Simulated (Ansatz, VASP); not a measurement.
**P: VASP beside Ansatz**

```
P
1.0
     3.28691    0.00000    0.00000
     0.00000    4.58754    0.00000
     0.00000    0.00000   28.00000
P
4
Direct
  0.00000 0.08972 0.25016
  0.50000 0.41028 0.25016
  0.50000 0.58972 0.32484
  0.00000 0.91028 0.32484
```

Alike in both runs: functional r2SCAN; dispersion rVV10; k mesh 10 × 8 × 1; occupations gaussian, width 0.03 eV; no spin polarisation.

Ansatz relaxed the structure, and its values are those at the end. VASP's run is a single point on that final structure, the one shown.

```csv
,VASP,Ansatz
version,VASP 6.6.1,Ansatz 0.2.0
potentials or method,"VASP PAW PBE potentials, release 64 (P), cutoff 440 eV","scalar-relativistic, plane waves, PAW"
valence electrons in the cell,20,20
```

|  | VASP | Ansatz | Ansatz less VASP |
| --- | --- | --- | --- |
| gap on the k mesh at the Fermi level (eV) | 1.05 | 1.03 | -0.027 |
| least direct gap on the mesh (eV) | 1.05 | 1.03 | -0.027 |
| rms of the force components (eV/Å) | 0.055 | 0.000 | -0.0550 |

VASP's potentials were made for PBE, not for r2SCAN. Ansatz's warnings: slab cell height set, xc potential rough in thin density.
